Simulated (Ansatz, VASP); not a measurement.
Ni: VASP beside Ansatz

```
CELL_PARAMETERS angstrom
0.00000 1.73757 1.73757
1.73757 0.00000 1.73757
1.73757 1.73757 0.00000
ATOMIC_POSITIONS crystal
Ni 0.00000 0.00000 0.00000
```

Alike in both runs: functional PBE; k mesh 10 × 10 × 10; occupations fermi-dirac, width 0.05 eV; collinear spin.

```csv
,VASP,Ansatz
version,VASP 6.6.1,Ansatz 0.2.0
potentials or method,"VASP PAW PBE potentials, release 64 (Ni)",Ansatz PAW
plane-wave cutoff (eV),520,420
valence electrons in the cell,10,18
task,single point,density of states
```

```csv
,VASP,Ansatz,Ansatz less VASP
gap on the k mesh at the Fermi level (eV),none,none,-
pressure (GPa),8.4,8.8,+0.33
net moment per atom (μB),0.70,0.72,+0.017
size of the moment on the site where the two differ most (μB),0.71,0.75,+0.045
```

Site moments also hang on the region over which each program counts them. A gap of «none» marks a metal or a gap that the smearing closes. With one functional, cell and mesh, what is left measures potentials, basis and numerics. VASP's potentials hold 10 valence electrons a cell and Ansatz's 18, so a difference there can come from the potentials and not from the codes.
